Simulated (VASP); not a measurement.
# Ba (Im-3m) in VASP: notebook

Ba is run at these levels: PBE+D4, PBE; tasks: relaxation of cell and atoms, single point.

Everything below comes from runs of VASP 6.6.1. Logs are shortened: lines on timing, memory, paths and dates and some standing lists are left out, and cuts for length are marked.

### 1 The cell of the first run

The structure is cubic, space group Im-3m (No. 229). The conventional cell has a = 4.997 Å, b = 4.997 Å, c = 4.997 Å, α = 90.00°, β = 90.00°, γ = 90.00°. Within 5.7 Å of Ba (site symmetry m-3m) lie 14 Ba at 4.33 to 5.00 Å.

### 2 Relaxation of cell and atoms, PBE+D4

Contents of INCAR:

```
SYSTEM = Ba
ALGO     = Normal         ! electronic algorithm
EDIFF    = 1E-6           ! SCF threshold, eV
EDIFFG   = -0.01          ! ionic threshold
ENCUT    = 600            ! plane-wave cutoff, eV
GGA      = PE             ! functional
IBRION   = 2              ! ionic algorithm
ISIF     = 3              ! what is computed and relaxed
ISMEAR   = 0              ! smearing method
IVDW     = 13             ! dispersion correction
LASPH    = .TRUE.         ! aspherical terms in the spheres
LCHARG   = .FALSE.        ! write CHGCAR
LREAL    = .FALSE.        ! projectors in reciprocal space
LWAVE    = .FALSE.        ! write WAVECAR
NELM     = 100            ! most SCF steps
NSW      = 60             ! ionic steps
PREC     = Accurate       ! precision mode
SIGMA    = 0.15           ! smearing width, eV
```

Contents of KPOINTS:

```
k-points
0
G
  5 5 5
  0 0 0
```

Contents of POSCAR:

```
Ba
1.0
   -2.4986240000      2.4986240000      2.4986240000
    2.4986240000     -2.4986240000      2.4986240000
    2.4986240000      2.4986240000     -2.4986240000
Ba
1
Direct
    0.0000000000      0.0000000000      0.0000000000
```

Potentials or basis: VASP PAW PBE potentials, release 64 (Ba_sv).

Started as:

```sh
$ cat potpaw_PBE.64/Ba_sv/POTCAR > POTCAR
$ mpirun -np 1 vasp_std > vasp.out
```

OUTCAR:

```text
SYSTEM = Ba
   EDIFF = 1E-6
   EDIFFG = -0.01
   ENCUT = 600
   GGA = PE
   IBRION = 2
   ISIF = 3
   ISMEAR = 0
   IVDW = 13
   LASPH = .TRUE.
   LREAL = .FALSE.
   NELM = 100
   NSW = 60
   PREC = Accurate

 ion  position               nearest neighbor table
   1  0.000  0.000  0.000-

  LATTYP: Found a body centered cubic cell.
 ALAT       =     4.9972480000

  Lattice vectors:

 A1 = (  -2.4986240000,   2.4986240000,   2.4986240000)
 A2 = (   2.4986240000,  -2.4986240000,   2.4986240000)
 A3 = (   2.4986240000,   2.4986240000,  -2.4986240000)

Analysis of symmetry for initial positions (statically):
=====================================================================
 Subroutine PRICEL returns:
 Original cell was already a primitive cell.

 Routine SETGRP: Setting up the symmetry group for a
 body centered cubic supercell.

 Subroutine GETGRP returns: Found 48 space group operations
 (whereof 48 operations were pure point group operations)
 out of a pool of 48 trial point group operations.

The static configuration has the point symmetry O_h .

Analysis of symmetry for dynamics (positions and initial velocities):
=====================================================================
 Subroutine PRICEL returns:
 Original cell was already a primitive cell.

 Routine SETGRP: Setting up the symmetry group for a
 body centered cubic supercell.

 Subroutine GETGRP returns: Found 48 space group operations
 (whereof 48 operations were pure point group operations)
 out of a pool of 48 trial point group operations.

The dynamic configuration has the point symmetry O_h .

 Subroutine INISYM returns: Found 48 space group operations
 (whereof 48 operations are pure point group operations),
 and found     1 'primitive' translations

----------------------------------------------------------------------------------------

                                     Primitive cell

  volume of cell :      62.3969

  direct lattice vectors                    reciprocal lattice vectors
    -2.498624000  2.498624000  2.498624000     0.000000000  0.200110141  0.200110141
     2.498624000 -2.498624000  2.498624000     0.200110141  0.000000000  0.200110141
     2.498624000  2.498624000 -2.498624000     0.200110141  0.200110141  0.000000000

  length of vectors
     4.327743717  4.327743717  4.327743717     0.282998475  0.282998475  0.282998475

  position of ions in fractional coordinates (direct lattice)
     0.000000000  0.000000000  0.000000000

  ion indices of the primitive-cell ions
   primitive index   ion index
                 1           1

----------------------------------------------------------------------------------------

 KPOINTS: k-points

Automatic generation of k-mesh.
 Grid dimensions read from file:
 generate k-points for:    5    5    5

 Generating k-lattice:

  Cartesian coordinates                     Fractional coordinates (reciprocal lattice)
     0.000000000  0.040022028  0.040022028     0.200000000  0.000000000  0.000000000
     0.040022028  0.000000000  0.040022028     0.000000000  0.200000000  0.000000000
     0.040022028  0.040022028  0.000000000     0.000000000  0.000000000  0.200000000

  Length of vectors
     0.056599695  0.056599695  0.056599695

  Shift w.r.t. Gamma in fractional coordinates (k-lattice)
     0.000000000  0.000000000  0.000000000

 Subroutine IBZKPT returns following result:
 ===========================================

 Found     10 irreducible k-points:

 Following reciprocal coordinates:
            Coordinates               Weight
  0.000000  0.000000  0.000000      1.000000
  0.200000  0.000000  0.000000     12.000000
  0.400000  0.000000  0.000000     12.000000
  0.200000  0.200000  0.000000     24.000000
  0.400000  0.200000  0.000000     24.000000
  0.200000  0.200000  0.200000      8.000000
 -0.200000  0.200000  0.200000      6.000000
 -0.400000  0.400000  0.200000     24.000000
 -0.400000 -0.400000  0.200000      8.000000
 -0.400000  0.400000  0.400000      6.000000
   k-points           NKPTS =     10   k-points in BZ     NKDIM =     10   number of bands    NBANDS=      9
   number of dos      NEDOS =    301   number of ions     NIONS =      1
   total plane-waves  NPLWV =  46656
   dimension x,y,z NGX =    36 NGY =   36 NGZ =   36
   dimension x,y,z NGXF=    72 NGYF=   72 NGZF=   72
   ions per type =               1
   NGX,Y,Z   is equivalent  to a cutoff of  13.83, 13.83, 13.83 a.u.
   NGXF,Y,Z  is equivalent  to a cutoff of  27.66, 27.66, 27.66 a.u.
 SYSTEM =  Ba
   PREC   = accura    normal or accurate (medium, high low for compatibility)
   ISTART =      0    job   : 0-new  1-cont  2-samecut
   ICHARG =      2    charge: 1-file 2-atom 10-const
   ISPIN  =      1    spin polarized calculation?
   LNONCOLLINEAR =      F non collinear calculations
   LSORBIT =      F    spin-orbit coupling
   LASPH  =      T    aspherical Exc in radial PAW
   ENCUT  =  600.0 eV  44.10 Ry    6.64 a.u.   8.64  8.64  8.64*2*pi/ulx,y,z
   NELM   =    100;   NELMIN=  2; NELMDL= -5     # of ELM steps
   EDIFF  = 0.1E-05   stopping-criterion for ELM
   LREAL  =      F    real-space projection
   EDIFFG = -.1E-01   stopping-criterion for IOM
   NSW    =     60    number of steps for IOM
   IBRION =      2    ionic relax: 0-MD 1-quasi-New 2-CG
   NFREE  =      1    steps in history (QN), initial steepest desc. (CG)
   ISIF   =      3    stress and relaxation
   ISYM   =      2    0-nonsym 1-usesym 2-fastsym
   POTIM  = 0.5000    time-step for ionic-motion
   TEBEG  =    0.0;   TEEND  =   0.0 temperature during run
   PSTRESS=    0.0 pullay stress
   NELECT =      10.0000    total number of electrons
   NUPDOWN=      -1.0000    fix difference up-down
   EMIN   =  10.00;   EMAX   =-10.00  energy-range for DOS
   EFERMI =   0.00;   METHOD = LEGACY
   ISMEAR =     0;   SIGMA  =   0.15  broadening in eV -4-tet -1-fermi 0-gaus
   EFERMI_NEDOS =   21; number of points for ismear=-14 and -15
   IALGO  =     38    algorithm
   IMIX   =      4    mixing-type and parameters
     AMIX     =   0.40;   BMIX     =  1.00
     AMIX_MAG =   1.60;   BMIX_MAG =  1.00
  volume/ion in A,a.u.               =      62.40       421.07
  Fermi-wavevector in a.u.,A,eV,Ry     =   0.889243  1.680426 10.758856  0.790754
  Thomas-Fermi vector in A             =   2.010778
   LORBIT       =      0    0 simple, 1 ext, 2 COOP (PROOUT), +10 PAW based schemes
   GGA     = PE    functional components
   LHFCALC =     F    Hartree Fock is set to
   AEXX    =    0.0000 exact exchange contribution
   IVDW    =    13    specifies the selected vdW correction
   LEPSILON=     F    determine dielectric tensor
   LRPA    =     F    only Hartree local field effects (RPA)
 conjugate gradient relaxation of ions
 non-spin polarized calculation
 Gauss-broadening in eV      SIGMA  =   0.15
  energy-cutoff  :      600.00
  volume of cell :       62.40
 maximum number of plane-waves:      2094
   NGX = 17   NGY = 17   NGZ = 17

--------------------------------------- Ionic step        1  -------------------------------------------

 number of electron      10.0000001 magnetization

 Free energy of the ion-electron system (eV)
  ---------------------------------------------------
  ext. energy  EPLUGINS =         0.00000000
  ---------------------------------------------------
  free energy    TOTEN  =        -1.92232446 eV

  energy without entropy =       -1.90899492  energy(sigma->0) =       -1.91565969

------------------------ aborting loop because EDIFF is reached ----------------------------------------

  DFT-D4 for vdW energy calculation

  Edisp (eV):   -0.16019

  FORCE on cell =-STRESS in cart. coord.  units (eV):
  Direction    XX          YY          ZZ          XY          YZ          ZX
  --------------------------------------------------------------------------------------
  -------------------------------------------------------------------------------------
  Total      -0.13825    -0.13825    -0.13825     0.00000    -0.00000    -0.00000
  in kB      -3.54984    -3.54984    -3.54984     0.00000    -0.00000    -0.00000
  external pressure =       -3.55 kB  Pullay stress =        0.00 kB

 VOLUME and BASIS-vectors are now :
 -----------------------------------------------------------------------------
  energy-cutoff  :      600.00
  volume of cell :       62.40
      direct lattice vectors                 reciprocal lattice vectors
    -2.498624000  2.498624000  2.498624000     0.000000000  0.200110141  0.200110141
     2.498624000 -2.498624000  2.498624000     0.200110141  0.000000000  0.200110141
     2.498624000  2.498624000 -2.498624000     0.200110141  0.200110141  0.000000000
[... 79 lines left out ...]
 POSITION                                       TOTAL-FORCE (eV/Angst)
 -----------------------------------------------------------------------------------
      0.00000      0.00000      0.00000         0.000000     -0.000000     -0.000000
 -----------------------------------------------------------------------------------
    total drift:                               -0.000000      0.000000      0.000000

  FREE ENERGIE OF THE ION-ELECTRON SYSTEM (eV)
  ---------------------------------------------------
  free  energy   TOTEN  =        -2.0434124776 eV

  energy  without entropy=       -2.0320376845  energy(sigma->0) =       -2.03772508

[... ionic steps 4 to 12 ...]

--------------------------------------- Ionic step       13  -------------------------------------------

 number of electron       9.9999999 magnetization

------------------------ aborting loop because EDIFF is reached ----------------------------------------

  DFT-D4 for vdW energy calculation

  Edisp (eV):   -0.16379

  FORCE on cell =-STRESS in cart. coord.  units (eV):
  Direction    XX          YY          ZZ          XY          YZ          ZX
  --------------------------------------------------------------------------------------
  -------------------------------------------------------------------------------------
  Total      -0.02966    -0.02966    -0.02966     0.00000     0.00000    -0.00000
  in kB      -0.77982    -0.77982    -0.77982     0.00000     0.00000    -0.00000
  external pressure =       -0.78 kB  Pullay stress =        0.00 kB
[... 49 lines left out ...]
 POSITION                                       TOTAL-FORCE (eV/Angst)
 -----------------------------------------------------------------------------------
      0.00000      0.00000      0.00000        -0.000000      0.000000     -0.000000
 -----------------------------------------------------------------------------------
    total drift:                                0.000000      0.000000      0.000000

  FREE ENERGIE OF THE ION-ELECTRON SYSTEM (eV)
  ---------------------------------------------------
  free  energy   TOTEN  =        -2.0848899167 eV

  energy  without entropy=       -2.0726680695  energy(sigma->0) =       -2.07877899

--------------------------------------- Ionic step       15  -------------------------------------------

 number of electron       9.9999999 magnetization

 Free energy of the ion-electron system (eV)
  ---------------------------------------------------
  ext. energy  EPLUGINS =         0.00000000
  ---------------------------------------------------
  free energy    TOTEN  =        -1.92108160 eV

  energy without entropy =       -1.90884924  energy(sigma->0) =       -1.91496542

 E-fermi :   1.8259     XC(G=0):  -7.5148

 val. band max:        1.8006487265   @ k =  -0.4000  -0.4000   0.2000
 cond. band min:       1.9900370057   @ k =   0.2000   0.2000   0.2000
 fundamental gap:      0.1893882793
 Fermi energy:         1.8258753332

 k-point     1 :       0.0000    0.0000    0.0000
  band No.  band energies     occupation
      1     -27.0678      2.00000
      2     -11.9980      2.00000
      3     -11.9980      2.00000
      4     -11.9980      2.00000
      5      -1.0051      2.00000
      6       3.6301      0.00000
      7       3.6301      0.00000
      8       3.6301      0.00000
      9       5.0727      0.00000

 k-point     2 :       0.2000    0.0000    0.0000
  band No.  band energies     occupation
      1     -27.0506      2.00000
      2     -12.1845      2.00000
      3     -12.0557      2.00000
      4     -11.9994      2.00000
      5      -0.2906      2.00000
      6       3.1247      0.00000
      7       3.1611      0.00000
      8       4.4082      0.00000
      9       4.7407      0.00000
[... 120 lines left out ...]
 POSITION                                       TOTAL-FORCE (eV/Angst)
 -----------------------------------------------------------------------------------
      0.00000      0.00000      0.00000         0.000000      0.000000      0.000000
 -----------------------------------------------------------------------------------
    total drift:                               -0.000000      0.000000      0.000000

  FREE ENERGIE OF THE ION-ELECTRON SYSTEM (eV)
  ---------------------------------------------------
  free  energy   TOTEN  =        -2.0848932002 eV

  energy  without entropy=       -2.0726608377  energy(sigma->0) =       -2.07877702

 reached required accuracy - stopping structural energy minimisation
```

Wall time 2.4 min (1 thread of Intel Xeon 8259CL, shared host); peak memory 0.2 GiB.

What came out:

* Free energy: -2.0849 eV
* Relaxed volume: 60.93 Å³/atom
* Relaxed cell: a = 4.293 Å, b = 4.293 Å, c = 4.293 Å, α = 109.47°, β = 109.47°, γ = 109.47°
* Space group after relaxing (to 0.05 Å): Im-3m (No. 229)
* Energy gained by relaxing: 2.4 meV/atom
* Ionic steps: 15
* Pressure after relaxing: 0.0 GPa
* Band gap on the k mesh: zero (band 5 reaches 1.99 eV, above the bottom of band 6 at 1.39 eV)
* Dispersion energy per atom: -0.164 eV

Step by step:
| step | energy change (eV) | largest force (eV/Å) | pressure (GPa) | volume (Å³) |
| --- | --- | --- | --- | --- |
| 1 | 0.0000 | 0.0000 | -0.35 | 62.40 |
| 2 | -0.0021 | 0.0000 | -0.20 | 61.16 |
| 3 | 0.0391 | 0.0000 | 0.13 | 59.59 |
| 4 | 0.0388 | 0.0000 | 0.05 | 60.21 |
| 5 | 0.0387 | 0.0000 | 0.05 | 60.49 |
| 6 | -0.0014 | 0.0000 | 5.92 | 60.82 |
| 7 | -0.0022 | 0.0000 | -0.19 | 61.13 |
| 8 | -0.0023 | 0.0000 | -0.15 | 60.98 |
| 9 | -0.0024 | 0.0000 | 0.23 | 60.90 |
| 10 | -0.0024 | 0.0000 | -0.10 | 60.95 |
| 11 | -0.0021 | 0.0000 | 1.99 | 60.85 |
| 12 | -0.0024 | 0.0000 | -0.09 | 60.94 |
| 13 | -0.0024 | 0.0000 | -0.08 | 60.94 |
| 14 | -0.0024 | 0.0000 | 0.08 | 60.91 |
| 15 | -0.0024 | 0.0000 | -0.01 | 60.93 |

Final structure:
```
Ba
1.0
    -2.47884    2.47884    2.47884
     2.47884   -2.47884    2.47884
     2.47884    2.47884   -2.47884
Ba
1
Cartesian
  0.0000 0.0000 0.0000
```

Caveat: spin-orbit coupling is left out, which moves the levels of the heavy elements; pairwise dispersion overbinds metals, which lowers pressure and volume.

### 3 Single point, PBE

Contents of INCAR:

```
ALGO     = Normal         # electronic algorithm
EDIFF    = 1E-6           # SCF threshold, eV
ENCUT    = 520            # plane-wave cutoff, eV
GGA      = PE             # functional
ISIF     = 2              # what is computed and relaxed
ISMEAR   = -1             # smearing method
LASPH    = True           # aspherical terms in the spheres
LCHARG   = True           # write CHGCAR
LELF     = True           # ELF
LREAL    = False          # projectors in reciprocal space
LVHAR    = True         
LWAVE    = False          # write WAVECAR
NBANDS   = 11             # bands
NELM     = 80             # most SCF steps
PREC     = Accurate       # precision mode
SIGMA    = 0.1            # smearing width, eV
```

Contents of KPOINTS:

```
k-points
0
Gamma
  10 10 10
```

POSCAR is that of step 2.

Potentials or basis: VASP PAW PBE potentials, release 64 (Ba_sv).

Started as:

```sh
$ cat potpaw_PBE.64/Ba_sv/POTCAR > POTCAR
$ mpirun -np 1 vasp_std > vasp.out
```

Wall time 25 s (1 thread of AMD EPYC 7R13, shared host); peak memory 0.18 GiB.

It converged, with:

```
Free energy            : -1.9280 eV
Pressure               : 0.2 GPa
Band gap on the k mesh : zero (band 5 reaches 2.01 eV, above the bottom of band 6 at 1.12 eV)
```

Levels at points of the mesh, in eV from the Fermi level:
| k point | band 1 | band 2 | band 3 | band 4 | band 5 | band 6 | band 7 | band 8 | band 9 | band 10 |
| --- | --- | --- | --- | --- | --- | --- | --- | --- | --- | --- |
| (0.00, 0.00, 0.00) | -28.88 | -13.82 | -13.82 | -13.82 | -2.77 | 1.83 | 1.83 | 1.83 | 3.24 | 3.24 |
| (0.50, 0.00, 0.00) | -28.83 | -14.30 | -13.98 | -13.83 | -0.91 | 0.68 | 1.27 | 3.22 | 3.80 | 5.26 |
| (0.50, 0.50, 0.50) | -28.80 | -14.15 | -14.15 | -14.15 | -0.57 | -0.57 | 4.39 | 4.39 | 4.39 | 4.76 |

Caveat: spin-orbit coupling is left out, which moves the levels of the heavy elements.
